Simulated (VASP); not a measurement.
# Cs3Pb4Br12 (a cell with a defect) in VASP: electric field gradients with PBE

Aim: the electric field gradients of Cs3Pb4Br12 (a cell with a defect) with PBE.

All numbers are computed with VASP 6.6.1; they aren't measurements. Logs are shortened: lines on timing, memory, paths and dates and some standing lists are left out, and cuts for length are marked.

## (1) The cell of the first run

The cell holds a defect, 19 atoms: a = 10.167 Å, b = 10.167 Å, c = 10.167 Å, α = 109.47°, β = 109.47°, γ = 109.47°.

## (2) Electric field gradients, PBE (atoms taken out)

Input file INCAR:

```
ALGO = Normal
EDIFF = 1E-8
ENCUT = 520
GGA = PE
ISIF = 2
ISMEAR = -1
LASPH = True
LCHARG = False
LEFG = True
LREAL = Auto
LWAVE = False
NBANDS = 98
NELECT = 168.0
NELM = 100
PREC = Accurate
SIGMA = 0.01
```

Input file KPOINTS:

```
k-points
0
Gamma
  2 2 2
```

Input file POSCAR:

```
Cs3Pb4Br12
1.0
   -5.8700000000      5.8700000000      5.8700000000
    5.8700000000     -5.8700000000      5.8700000000
    5.8700000000      5.8700000000     -5.8700000000
Cs Pb Br
3 4 12
Direct
    0.5000000000      0.5000000000      0.0000000000
    0.5000000000      0.0000000000      0.5000000000
    0.0000000000      0.5000000000      0.5000000000
    0.5000000000      0.5000000000      0.5000000000
    0.0000000000      0.0000000000      0.5000000000
    0.0000000000      0.5000000000      0.0000000000
    0.5000000000      0.0000000000      0.0000000000
    0.5000000000      0.2500000000      0.2500000000
    0.0000000000      0.7500000000      0.2500000000
    0.0000000000      0.2500000000      0.7500000000
    0.5000000000      0.7500000000      0.7500000000
    0.2500000000      0.5000000000      0.2500000000
    0.7500000000      0.0000000000      0.2500000000
    0.7500000000      0.5000000000      0.7500000000
    0.2500000000      0.0000000000      0.7500000000
    0.2500000000      0.2500000000      0.5000000000
    0.7500000000      0.7500000000      0.5000000000
    0.7500000000      0.2500000000      0.0000000000
    0.2500000000      0.7500000000      0.0000000000
```

Potentials or basis: VASP PAW PBE potentials, release 64 (Cs_sv, Pb_d, Br).

The run is started by

```bash
> cat potpaw_PBE.64/Cs_sv/POTCAR potpaw_PBE.64/Pb_d/POTCAR potpaw_PBE.64/Br/POTCAR > POTCAR
> mpirun -np 1 vasp_std > vasp.out
```

OUTCAR:

```text
EDIFF = 1E-8
   ENCUT = 520
   GGA = PE
   ISIF = 2
   ISMEAR = -1
   LASPH = True
   LREAL = Auto
   NELECT = 168.0
   NELM = 100
   PREC = Accurate

 ion  position               nearest neighbor table
   1  0.500  0.500  0.000-
   2  0.500  0.000  0.500-
   3  0.000  0.500  0.500-
   4  0.500  0.500  0.500-   8 2.94  11 2.94  12 2.94  14 2.94  16 2.94  17 2.94
   5  0.000  0.000  0.500-   9 2.94  10 2.94  13 2.94  15 2.94  16 2.94  17 2.94
   6  0.000  0.500  0.000-   9 2.94  10 2.94  12 2.94  14 2.94  18 2.94  19 2.94
   7  0.500  0.000  0.000-   8 2.94  11 2.94  13 2.94  15 2.94  18 2.94  19 2.94
   8  0.500  0.250  0.250-   4 2.94   7 2.94
   9  0.000  0.750  0.250-   5 2.94   6 2.94
  10  0.000  0.250  0.750-   5 2.94   6 2.94
  11  0.500  0.750  0.750-   4 2.94   7 2.94
  12  0.250  0.500  0.250-   4 2.94   6 2.94
  13  0.750  0.000  0.250-   5 2.94   7 2.94
  14  0.750  0.500  0.750-   4 2.94   6 2.94
  15  0.250  0.000  0.750-   5 2.94   7 2.94
  16  0.250  0.250  0.500-   4 2.94   5 2.94
  17  0.750  0.750  0.500-   4 2.94   5 2.94
  18  0.750  0.250  0.000-   6 2.94   7 2.94
  19  0.250  0.750  0.000-   6 2.94   7 2.94

  LATTYP: Found a body centered cubic cell.
 ALAT       =    11.7400000000

  Lattice vectors:

 A1 = (  -5.8700000000,   5.8700000000,   5.8700000000)
 A2 = (   5.8700000000,  -5.8700000000,   5.8700000000)
 A3 = (   5.8700000000,   5.8700000000,  -5.8700000000)

Analysis of symmetry for initial positions (statically):
=====================================================================
 Subroutine PRICEL returns:
 Original cell was already a primitive cell.

 Routine SETGRP: Setting up the symmetry group for a
 body centered cubic supercell.

 Subroutine GETGRP returns: Found 48 space group operations
 (whereof 48 operations were pure point group operations)
 out of a pool of 48 trial point group operations.

The static configuration has the point symmetry O_h .

Analysis of symmetry for dynamics (positions and initial velocities):
=====================================================================
 Subroutine PRICEL returns:
 Original cell was already a primitive cell.

 Routine SETGRP: Setting up the symmetry group for a
 body centered cubic supercell.

 Subroutine GETGRP returns: Found 48 space group operations
 (whereof 48 operations were pure point group operations)
 out of a pool of 48 trial point group operations.

The dynamic configuration has the point symmetry O_h .

 Subroutine INISYM returns: Found 48 space group operations
 (whereof 48 operations are pure point group operations),
 and found     1 'primitive' translations

----------------------------------------------------------------------------------------

                                     Primitive cell

  volume of cell :     809.0480

  direct lattice vectors                    reciprocal lattice vectors
    -5.870000000  5.870000000  5.870000000     0.000000000  0.085178876  0.085178876
     5.870000000 -5.870000000  5.870000000     0.085178876  0.000000000  0.085178876
     5.870000000  5.870000000 -5.870000000     0.085178876  0.085178876  0.000000000

  length of vectors
    10.167138240 10.167138240 10.167138240     0.120461121  0.120461121  0.120461121

  position of ions in fractional coordinates (direct lattice)
     0.500000000  0.500000000  0.000000000
     0.500000000  0.000000000  0.500000000
     0.000000000  0.500000000  0.500000000
     0.500000000  0.500000000  0.500000000
     0.000000000  0.000000000  0.500000000
     0.000000000  0.500000000  0.000000000
[... 11 lines left out ...]
     0.750000000  0.250000000  0.000000000
     0.250000000  0.750000000  0.000000000

  ion indices of the primitive-cell ions
   primitive index   ion index
                 1           1
                 2           2
[... 69 lines left out ...]
   EDIFFG = 0.1E-06   stopping-criterion for IOM
   NSW    =      0    number of steps for IOM
   IBRION =     -1    ionic relax: 0-MD 1-quasi-New 2-CG
   NFREE  =      0    steps in history (QN), initial steepest desc. (CG)
   ISIF   =      2    stress and relaxation
   ISYM   =      2    0-nonsym 1-usesym 2-fastsym
   POTIM  = 0.5000    time-step for ionic-motion
   TEBEG  =    0.0;   TEEND  =   0.0 temperature during run
   PSTRESS=    0.0 pullay stress
   NELECT =     168.0000    total number of electrons
   NUPDOWN=      -1.0000    fix difference up-down
   EMIN   =  10.00;   EMAX   =-10.00  energy-range for DOS
   EFERMI =   0.00;   METHOD = LEGACY
   ISMEAR =    -1;   SIGMA  =   0.01  broadening in eV -4-tet -1-fermi 0-gaus
   EFERMI_NEDOS =   21; number of points for ismear=-14 and -15
   IALGO  =     38    algorithm
   IMIX   =      4    mixing-type and parameters
     AMIX     =   0.40;   BMIX     =  1.00
     AMIX_MAG =   1.60;   BMIX_MAG =  1.00
  volume/ion in A,a.u.               =      42.58       287.35
  Fermi-wavevector in a.u.,A,eV,Ry     =   0.969438  1.831971 12.786879  0.939809
  Thomas-Fermi vector in A             =   2.099490
   LORBIT       =      0    0 simple, 1 ext, 2 COOP (PROOUT), +10 PAW based schemes
   GGA     = PE    functional components
   LHFCALC =     F    Hartree Fock is set to
   AEXX    =    0.0000 exact exchange contribution
   IVDW    =     0    specifies the selected vdW correction
   LEPSILON=     F    determine dielectric tensor
   LRPA    =     F    only Hartree local field effects (RPA)
 non-spin polarized calculation
  energy-cutoff  :      520.00
  volume of cell :      809.05
 maximum number of plane-waves:     21769
 NGX is ok and might be reduce to    80
   NGX = 37   NGY = 37   NGZ = 37

 number of electron     168.0000048 magnetization

 Free energy of the ion-electron system (eV)
  ---------------------------------------------------
  ext. energy  EPLUGINS =         0.00000000
  ---------------------------------------------------
  free energy    TOTEN  =       -58.28219066 eV

  energy without entropy =      -58.28219066  energy(sigma->0) =      -58.28219066

 E-fermi :   1.1519     XC(G=0):  -7.3429

 val. band max:        0.9011532192   @ k =   0.5000   0.5000   0.5000
 cond. band min:       2.4206388460   @ k =   0.5000   0.5000   0.5000
 fundamental gap:      1.5194856268
 Fermi energy:         1.1518950422

 k-point     1 :       0.0000    0.0000    0.0000
  band No.  band energies     occupation
      1     -20.8054      2.00000
      2     -20.8039      2.00000
      3     -20.8039      2.00000
      4     -16.0528      2.00000
      5     -16.0528      2.00000
      6     -16.0236      2.00000
[... 286 lines left out ...]
     95       5.8390      0.00000
     96       5.9615      0.00000
 [bands above 96 left out]

------------------------ aborting loop because EDIFF is reached ----------------------------------------

  FORCE on cell =-STRESS in cart. coord.  units (eV):
  Direction    XX          YY          ZZ          XY          YZ          ZX
  --------------------------------------------------------------------------------------
  -------------------------------------------------------------------------------------
  Total       12.9692191     12.9692191     12.9692191      0.0000000      0.0000000     -0.0000000
  in kB       25.6832581     25.6832581     25.6832581      0.0000000      0.0000000     -0.0000000
  external PRESSURE =      25.6832581 kB  Pullay stress =       0.0000000 kB

 VOLUME and BASIS-vectors are now :
 -----------------------------------------------------------------------------
  energy-cutoff  :      520.00
  volume of cell :      809.05
      direct lattice vectors                 reciprocal lattice vectors
    -5.870000000  5.870000000  5.870000000     0.000000000  0.085178876  0.085178876
     5.870000000 -5.870000000  5.870000000     0.085178876  0.000000000  0.085178876
     5.870000000  5.870000000 -5.870000000     0.085178876  0.085178876  0.000000000

 POSITION                                       TOTAL-FORCE (eV/Angst)
 -----------------------------------------------------------------------------------
      0.00000      0.00000      5.87000         0.000000      0.000000     -0.000000
      0.00000      5.87000      0.00000         0.000000      0.000000     -0.000000
      5.87000      0.00000      0.00000         0.000000      0.000000     -0.000000
      2.93500      2.93500      2.93500         0.000000      0.000000     -0.000000
      2.93500      2.93500     -2.93500         0.000000      0.000000     -0.000000
      2.93500     -2.93500      2.93500         0.000000      0.000000     -0.000000
[... 11 lines left out ...]
     -2.93500      2.93500      5.87000         0.090652     -0.090652     -0.000000
      2.93500     -2.93500      5.87000        -0.090652      0.090652     -0.000000
 -----------------------------------------------------------------------------------
    total drift:                                0.000000      0.000000     -0.000000

  FREE ENERGIE OF THE ION-ELECTRON SYSTEM (eV)
  ---------------------------------------------------
  free  energy   TOTEN  =       -58.2821906573 eV

  energy  without entropy=      -58.2821906573  energy(sigma->0) =      -58.28219066

 Electric field gradients (V/A^2)
---------------------------------------------------------------------
 ion       V_xx      V_yy      V_zz      V_xy      V_xz      V_yz
---------------------------------------------------------------------
   1       1.424     1.424    -2.848    -0.000    -0.000    -0.000
   2       1.424    -2.848     1.424    -0.000    -0.000    -0.000
   3      -2.848     1.424     1.424    -0.000    -0.000    -0.000
   4       0.000    -0.000    -0.000     2.923     2.923     2.923
   5      -0.000    -0.000     0.000     2.923    -2.924    -2.924
   6      -0.000     0.000    -0.000    -2.924     2.923    -2.924
[... 11 lines left out ...]
  18     -98.158   -98.158   196.317    18.805     0.000     0.000
  19     -98.158   -98.158   196.317    18.805     0.000     0.000
---------------------------------------------------------------------

 Electric field gradients after diagonalization (V/A^2)
 (convention: |V_zz| > |V_xx| > |V_yy|)
----------------------------------------------------------------------
 ion       V_xx      V_yy      V_zz     asymmetry (V_yy - V_xx)/ V_zz
----------------------------------------------------------------------
   1       1.424     1.423    -2.848       0.000
   2       1.424     1.423    -2.848       0.000
   3       1.424     1.423    -2.848       0.000
   4      -2.923    -2.923     5.846       0.000
   5      -2.924    -2.923     5.847       0.000
   6      -2.924    -2.923     5.847       0.000
[... 11 lines left out ...]
  18    -116.963   -79.354   196.317       0.192
  19    -116.963   -79.354   196.317       0.192
----------------------------------------------------------------------

           NMR quadrupolar parameters

 Cq : quadrupolar parameter    Cq=e*Q*V_zz/h
 eta: asymmetry parameters     (V_yy - V_xx)/ V_zz
 Q  : nuclear electric quadrupole moment in mb (millibarn)
----------------------------------------------------------------------
 ion       Cq(MHz)       eta       Q (mb)
----------------------------------------------------------------------
   1      -0.007       0.000       1.000
   2      -0.007       0.000       1.000
   3      -0.007       0.000       1.000
   4       0.014       0.000       1.000
   5       0.014       0.000       1.000
   6       0.014       0.000       1.000
[... 11 lines left out ...]
  18       0.475       0.192       1.000
  19       0.475       0.192       1.000
----------------------------------------------------------------------
```

Wall time 8.8 min (1 thread of Intel Xeon Platinum 8375C at 2.90GHz (Ice Lake), shared host); peak memory 1 GiB.

What came out:

```
Free energy                             : -58.2822 eV
Largest force                           : 0.128 eV/Å
Largest electric field gradient by atom : Cs -2.8; Pb +5.8; Br +196.3 V/Å²
```

Forces on the atoms (eV/Å):
```
Cs   0.000  0.000  0.000
Cs   0.000  0.000  0.000
Cs   0.000  0.000  0.000
Pb   0.000  0.000  0.000
Pb   0.000  0.000  0.000
Pb   0.000  0.000  0.000
Pb   0.000  0.000  0.000
Br   0.000  0.091  0.091
Br   0.000  0.091 -0.091
Br   0.000 -0.091  0.091
Br   0.000 -0.091 -0.091
Br   0.091  0.000  0.091
Br   0.091  0.000 -0.091
Br  -0.091  0.000 -0.091
Br  -0.091  0.000  0.091
Br   0.091  0.091  0.000
Br  -0.091 -0.091  0.000
Br   0.091 -0.091  0.000
Br  -0.091  0.091  0.000
```

Levels at points of the mesh, in eV from the Fermi level:
```
           k point  band 81  band 82  band 83  band 84  band 85  band 86  band 87  band 88
(0.00, 0.00, 0.00)    -1.88    -0.96    -0.96    -0.96     1.78     1.78     1.78     1.84
(0.50, 0.00, 0.00)    -2.07    -2.04    -1.40    -1.39     1.80     1.80     3.18     3.25
(0.50, 0.50, 0.50)    -1.69    -1.69    -1.69    -0.25     1.27     1.27     1.27     2.27
```

Electric field gradients, principal values (V/Å²):
```tsv
atom	least	middle	greatest (by size)
1 Cs	1.423	1.424	-2.848
2 Cs	1.423	1.424	-2.848
3 Cs	1.423	1.424	-2.848
4 Pb	-2.923	-2.923	5.846
5 Pb	-2.923	-2.924	5.847
6 Pb	-2.923	-2.924	5.847
7 Pb	-2.923	-2.924	5.847
8 Br	-79.354	-116.963	196.317
9 Br	-79.354	-116.963	196.317
10 Br	-79.354	-116.963	196.317
11 Br	-79.354	-116.963	196.317
12 Br	-79.354	-116.963	196.317
13 Br	-79.354	-116.963	196.317
14 Br	-79.354	-116.963	196.317
15 Br	-79.354	-116.963	196.317
16 Br	-79.354	-116.963	196.317
17 Br	-79.354	-116.963	196.317
18 Br	-79.354	-116.963	196.317
19 Br	-79.354	-116.963	196.317
```

Caveat: the cell carries a net charge on a neutralising background, which shifts energy and pressure; the cell differs from its parent crystal (atoms taken out); the cell is charged against a uniform background, so pressure and absolute levels hang on convention; without QUAD_EFG the Cq values of the log hold for a quadrupole moment of 1 mb, not for the nuclei; spin-orbit coupling is left out, which moves the levels of the heavy elements.
